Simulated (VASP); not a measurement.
Crystal: MoS2.

```
Mo S
1.0
     1.58000    0.91221    6.15000
    -1.58000    0.91221    6.15000
     0.00000   -1.82443    6.15000
Mo S
1 2
Direct
  0.00000 0.00000 0.00000
  0.41700 0.41700 0.41700
  0.25000 0.25000 0.25000
```

- Program: VASP 6.6.1
- Task: relaxation of cell and atoms
- Functional: BLYP
- Dispersion: D3(BJ)
- Potentials or basis: VASP PAW PBE potentials, release 64 (Mo_sv, S)
- Cutoff: 600 eV
- k mesh: 10 × 10 × 10
- Occupations: fermi-dirac, width 0.05 eV
- Spin: no spin polarisation

At the start: pressure 4.2 GPa; volume 17.73 Å³/atom.

Q: How do energy, volume and symmetry change on relaxing?

A: Over 13 steps the energy falls by 24.1 meV/atom and the volume is 17.13 Å³/atom (-3.4 %); space group R3m (No. 160, to 0.1 Å) before and after.

Step by step:
```tsv
step	energy change (eV)	largest force (eV/Å)	pressure (GPa)	volume (Å³)
1	0.0000	0.9375	4.24	53.18
2	0.0648	0.9609	-8.44	56.88
3	-0.0300	0.1877	-0.84	54.46
4	-0.0300	0.2021	-0.74	54.44
5	-0.0392	0.2126	-0.69	54.07
6	-0.0600	0.2756	-0.42	52.98
7	-0.0557	0.3730	0.95	50.75
8	-0.0665	0.3557	0.17	52.02
9	-0.0714	0.0100	-0.67	51.80
10	-0.0714	0.0348	-0.76	51.77
11	-0.0723	0.0443	0.09	51.37
12	-0.0723	0.0429	0.02	51.40
13	-0.0724	0.0092	-0.01	51.40
```

Final structure:
```
CELL_PARAMETERS angstrom
1.59349 0.92000 5.84372
-1.59349 0.92000 5.84372
0.00000 -1.84000 5.84372
ATOMIC_POSITIONS crystal
Mo 0.00006 0.00006 0.00006
S 0.42278 0.42278 0.42278
S 0.24416 0.24416 0.24416
```

Caveat: the PAW data sets were made with another functional, which shifts forces and pressure a little.
